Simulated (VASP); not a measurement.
# Sr4Al8Ge8H (a cell with a defect) in VASP: single point with PBEsol

Aim: the single point of Sr4Al8Ge8H (a cell with a defect) with PBEsol.

All numbers are computed with VASP 6.6.1; they aren't measurements. Logs are shortened: lines on timing, memory, paths and dates and some standing lists are left out, and cuts for length are marked.

**1. The cell of the first run**

The cell holds a defect, 21 atoms: a = 8.456 Å, b = 7.323 Å, c = 7.471 Å, α = 90.00°, β = 90.00°, γ = 90.00°.

**2. Single point, PBEsol**

The input, INCAR:

```
SYSTEM = Sr4Al8Ge8H
PREC = Accurate ; ENCUT = 520
EDIFF = 1E-6 ; ISMEAR = 0
SIGMA = 0.1 ; LREAL = Auto
LASPH = .TRUE. ; NELM = 60
ALGO = Normal ; ISIF = 2
LWAVE = .FALSE. ; LCHARG = .FALSE.
GGA = PS ; NBANDS = 104
```

The input, KPOINTS:

```
Automatic mesh
0
G
  2 2 2
  0 0 0
```

The input, POSCAR:

```
Sr4Al8Ge8H
1.0
   -4.2279640000     -7.3230480000      0.0000000000
    6.3419450000     -3.6615240000      0.0000000000
    0.0000000000      0.0000000000      7.4707450000
Sr Al Ge H
4 8 8 1
Direct
    0.7486486562      0.4947598201     -0.0001884685
    0.4995939731     -0.0054618366     -0.0003367803
    0.2505963330      0.4948193771     -0.0001580833
   -0.0004121667     -0.0039799503     -0.0015603531
    0.4995776862      0.6610475923      0.3770610562
    0.4997156219      0.3322896461      0.6211138247
    0.2514865353      0.1621532539      0.3769990811
    0.2513761987      0.8280604008      0.6216108300
   -0.0003886985      0.6619389788      0.3759163243
   -0.0005011942      0.3316507742      0.6186977336
    0.7477801395      0.1620765411      0.3770061754
    0.7479409701      0.8280927217      0.6216248848
    0.4996713660      0.6634651589      0.7270027286
    0.4996314215      0.3291902820      0.2722123429
    0.2534942777      0.1611938735      0.7257829038
    0.2500646544      0.8287343010      0.2734545216
   -0.0003236969      0.6622000697      0.7267196243
   -0.0003976490      0.3282766965      0.2747814308
    0.7457149034      0.1611473714      0.7257920060
    0.7491060944      0.8286700057      0.2734506398
    1.0004612980      0.0950893379      0.6835176411
```

Potentials or basis: VASP PAW PBE potentials, release 64 (Sr_sv, Al, Ge_d, H).

Launch:

```
$ cat potpaw_PBE.64/Sr_sv/POTCAR potpaw_PBE.64/Al/POTCAR potpaw_PBE.64/Ge_d/POTCAR potpaw_PBE.64/H/POTCAR > POTCAR
$ mpirun -np 1 vasp_std > vasp.out
```

OUTCAR:

```text
SYSTEM = Sr4Al8Ge8H
   PREC = Accurate
   ENCUT = 520
   EDIFF = 1E-6
   ISMEAR = 0
   LREAL = Auto
   LASPH = .TRUE.
   NELM = 60
   ISIF = 2
   GGA = PS

 ion  position               nearest neighbor table
   1  0.749  0.495  1.000-  14 3.17  13 3.18  20 3.19  19 3.19  17 3.19  18 3.20   6 3.72   5 3.72
                            11 3.73   9 3.73  12 3.73  10 3.75   3 4.21   2 4.22   4 4.22   2 4.23
   2  0.500  0.995  1.000-  19 3.16  15 3.16  13 3.17  16 3.18  20 3.18  14 3.19   7 3.72  11 3.72
                             8 3.72  12 3.72   5 3.73   6 3.76   3 4.22   1 4.22   1 4.23   3 4.23
   3  0.251  0.495  1.000-  14 3.17  13 3.18  16 3.19  15 3.19  17 3.19  18 3.20   5 3.72   6 3.72
                             7 3.72   9 3.73   8 3.73  10 3.75   1 4.21   2 4.22   4 4.22   2 4.23
   4  1.000  0.996  0.998-  21 2.46  17 3.18  18 3.19  16 3.19  20 3.20  19 3.20  15 3.20   9 3.73
                            12 3.74   8 3.74  11 3.74   7 3.74  10 3.75   1 4.22   3 4.22   2 4.23
   5  0.500  0.661  0.377-  14 2.55  20 2.56  16 2.56  13 2.61   6 3.02   8 3.04  12 3.04   3 3.72
                             1 3.72   2 3.73
   6  0.500  0.332  0.621-  13 2.55  19 2.55  15 2.55  14 2.61   5 3.02  11 3.05   7 3.05   1 3.72
                             3 3.72   2 3.76
   7  0.251  0.162  0.377-  14 2.55  16 2.56  18 2.57  15 2.61   6 3.05   8 3.05  10 3.06   2 3.72
                             3 3.72   4 3.74
   8  0.251  0.828  0.622-  13 2.55  15 2.56  17 2.57  16 2.60   5 3.04   7 3.05   9 3.06   2 3.72
                             3 3.73   4 3.74
   9  1.000  0.662  0.376-  18 2.56  16 2.56  20 2.56  17 2.62  10 3.02  12 3.06   8 3.06   3 3.73
                             1 3.73   4 3.73
  10  0.999  0.332  0.619-  21 1.80  17 2.55  18 2.57  19 2.61  15 2.61   9 3.02  11 3.05   7 3.06
                             1 3.75   3 3.75   4 3.75
  11  0.748  0.162  0.377-  14 2.55  20 2.56  18 2.57  19 2.61   6 3.05  12 3.05  10 3.05   2 3.72
                             1 3.73   4 3.74
  12  0.748  0.828  0.622-  13 2.55  19 2.56  17 2.57  20 2.60   5 3.04  11 3.05   9 3.06   2 3.72
                             1 3.73   4 3.74
  13  0.500  0.663  0.727-  12 2.55   8 2.55   6 2.55   5 2.61   2 3.17   1 3.18   3 3.18
  14  0.500  0.329  0.272-   7 2.55  11 2.55   5 2.55   6 2.61   1 3.17   3 3.17   2 3.19
  15  0.253  0.161  0.726-   6 2.55   8 2.56   7 2.61  10 2.61   2 3.16   3 3.19   4 3.20
  16  0.250  0.829  0.273-   5 2.56   7 2.56   9 2.56   8 2.60   2 3.18   3 3.19   4 3.19
  17  1.000  0.662  0.727-  10 2.55   8 2.57  12 2.57   9 2.62   4 3.18   3 3.19   1 3.19
  18  1.000  0.328  0.275-   9 2.56  11 2.57   7 2.57  10 2.57   4 3.19   1 3.20   3 3.20
  19  0.746  0.161  0.726-   6 2.55  12 2.56  11 2.61  10 2.61   2 3.16   1 3.19   4 3.20
  20  0.749  0.829  0.273-   5 2.56  11 2.56   9 2.56  12 2.60   2 3.18   1 3.19   4 3.20
  21  0.000  0.095  0.684-  10 1.80   4 2.46

  LATTYP: Found a simple orthorhombic cell.
 ALAT       =     7.3230474794
 B/A-ratio  =     1.0201688602
 C/A-ratio  =     1.1547006386

  Lattice vectors:

 A1 = (   6.3419450000,  -3.6615240000,   0.0000000000)
 A2 = (   0.0000000000,   0.0000000000,   7.4707450000)
[... 166 lines left out ...]
   IALGO  =     38    algorithm
   IMIX   =      4    mixing-type and parameters
     AMIX     =   0.40;   BMIX     =  1.00
     AMIX_MAG =   1.60;   BMIX_MAG =  1.00
  volume/ion in A,a.u.               =      22.03       148.66
  Fermi-wavevector in a.u.,A,eV,Ry     =   1.188485  2.245910 19.218172  1.412496
  Thomas-Fermi vector in A             =   2.324613
   LORBIT       =      0    0 simple, 1 ext, 2 COOP (PROOUT), +10 PAW based schemes
   GGA     = PS    functional components
   LHFCALC =     F    Hartree Fock is set to
   AEXX    =    0.0000 exact exchange contribution
   IVDW    =     0    specifies the selected vdW correction
   LEPSILON=     F    determine dielectric tensor
   LRPA    =     F    only Hartree local field effects (RPA)
 non-spin polarized calculation
 Gauss-broadening in eV      SIGMA  =   0.10
  energy-cutoff  :      520.00
  volume of cell :      462.61
 maximum number of plane-waves:     12488
 NGX is ok and might be reduce to    64
   NGX = 31   NGY = 27   NGZ = 27

 number of electron     177.0000064 magnetization

 Free energy of the ion-electron system (eV)
  ---------------------------------------------------
  ext. energy  EPLUGINS =         0.00000000
  ---------------------------------------------------
  free energy    TOTEN  =       -90.14530029 eV

  energy without entropy =      -90.13495920  energy(sigma->0) =      -90.14012975

 E-fermi :   4.9592     XC(G=0):  -9.7610

 val. band max:        4.8958618600   @ k =   0.0000   0.5000   0.0000
 cond. band min:       5.0323045065   @ k =   0.0000   0.0000   0.5000
 fundamental gap:      0.1364426465
 Fermi energy:         4.9592383752

 k-point     1 :       0.0000    0.0000    0.0000
  band No.  band energies     occupation
      1     -30.4984      2.00000
      2     -30.4911      2.00000
      3     -30.4676      2.00000
      4     -30.4332      2.00000
      5     -19.1258      2.00000
      6     -19.1208      2.00000
[... 813 lines left out ...]
     99       6.8041      0.00000
    100       6.8384      0.00000
 [bands above 100 left out]

------------------------ aborting loop because EDIFF is reached ----------------------------------------

  FORCE on cell =-STRESS in cart. coord.  units (eV):
  Direction    XX          YY          ZZ          XY          YZ          ZX
  --------------------------------------------------------------------------------------
  -------------------------------------------------------------------------------------
  Total       -0.0578549      2.2897211     -6.7886569      2.0366381     -0.1539301      0.2598499
  in kB       -0.2003706      7.9300541    -23.5113424      7.0535449     -0.5331103      0.8999452
  external PRESSURE =      -5.2605530 kB  Pullay stress =       0.0000000 kB

 VOLUME and BASIS-vectors are now :
 -----------------------------------------------------------------------------
  energy-cutoff  :      520.00
  volume of cell :      462.61
      direct lattice vectors                 reciprocal lattice vectors
    -4.227964000 -7.323048000  0.000000000    -0.059130123 -0.102416367  0.000000000
     6.341945000 -3.661524000  0.000000000     0.118260245 -0.068277589  0.000000000
     0.000000000  0.000000000  7.470745000     0.000000000  0.000000000  0.133855459

 POSITION                                       TOTAL-FORCE (eV/Angst)
 -----------------------------------------------------------------------------------
     -0.02752     -7.29397      7.46934        -0.006086      0.003147     -0.001966
      4.19504     -7.30008      7.46823         0.010228     -0.005864     -0.000697
      2.07861     -3.64692      7.46956        -0.006863      0.004527     -0.001960
      2.09048    -10.96698      7.45909         0.001587      0.000079      0.007361
      2.08013     -6.07887      2.81693        -0.002108     -0.001340     -0.013537
     -0.00542     -4.87613      4.64018        -0.016422      0.008458      0.003107
[... 13 lines left out ...]
      2.08819     -8.51994      2.04288        -0.004880     -0.005779      0.016690
      0.60110     -0.35155      5.10639        -0.011993      0.007734      0.001782
 -----------------------------------------------------------------------------------
    total drift:                               -0.005084     -0.007224     -0.006110

  FREE ENERGIE OF THE ION-ELECTRON SYSTEM (eV)
  ---------------------------------------------------
  free  energy   TOTEN  =       -90.1453002947 eV

  energy  without entropy=      -90.1349591984  energy(sigma->0) =      -90.14012975
```

Wall time 17 min (1 thread of Intel Xeon 8259CL, shared host); peak memory 0.6 GiB.

What came out:

* Free energy: -90.1453 eV
* Pressure: -0.5 GPa
* Largest force: 0.020 eV/Å
* Band gap on the k mesh: zero (an odd number of electrons rules out a gap without spin polarisation)

Forces in eV/Å, atoms in the order of the input:
```
Sr  -0.006  0.003 -0.002
Sr   0.010 -0.006 -0.001
Sr  -0.007  0.005 -0.002
Sr   0.002  0.000  0.007
Al  -0.002 -0.001 -0.014
Al  -0.016  0.008  0.003
Al   0.001  0.000  0.004
Al   0.012 -0.003 -0.002
Al   0.004 -0.003 -0.006
Al   0.000 -0.001  0.005
Al   0.002 -0.001  0.005
Al   0.007 -0.011 -0.003
Ge   0.001  0.001 -0.014
Ge   0.006 -0.002  0.014
Ge   0.011 -0.004 -0.015
Ge   0.003  0.009  0.017
Ge  -0.012  0.009 -0.010
Ge  -0.007  0.004  0.009
Ge   0.009 -0.009 -0.015
Ge  -0.005 -0.006  0.017
H   -0.012  0.008  0.002
```

Stress tensor (GPa, compression positive):
```
-0.02  0.71  0.09
 0.71  0.79 -0.05
 0.09 -0.05 -2.35
```

Levels at points of the mesh, in eV from the Fermi level:
```csv
k point,band 84,band 85,band 86,band 87,band 88,band 89,band 90,band 91,band 92,band 93
"(0.00, 0.00, 0.00)",-1.44,-1.36,-0.96,-0.38,0.14,0.16,0.34,0.85,1.18,1.86
"(0.50, 0.00, 0.00)",-1.99,-1.11,-1.02,-0.41,-0.40,0.66,1.32,1.47,1.65,1.81
"(0.00, 0.50, 0.00)",-1.34,-1.02,-0.88,-0.84,-0.80,-0.77,-0.28,-0.06,0.43,1.48
"(0.50, 0.50, 0.00)",-1.57,-1.18,-1.07,-1.05,-1.03,0.35,1.07,1.08,1.10,1.95
"(0.00, 0.00, 0.50)",-1.18,-1.10,-0.98,-0.74,-0.48,-0.46,0.07,0.35,0.99,1.02
"(0.50, 0.00, 0.50)",-1.77,-1.68,-1.66,-0.99,-0.91,0.80,1.16,1.19,1.35,1.38
"(0.00, 0.50, 0.50)",-1.07,-1.06,-0.96,-0.71,-0.66,-0.58,0.29,0.32,0.39,0.44
"(0.50, 0.50, 0.50)",-1.44,-1.38,-1.37,-1.36,-1.36,0.60,1.03,1.05,1.06,1.28
```

Caveat: the k points lie up to 0.43 Å⁻¹ apart, too coarse for converged energies and pressures of a metal; the PAW data sets were made with another functional, which shifts forces and pressure a little.

The gap in the log of VASP goes by the Fermi energy; the results here count the filled bands.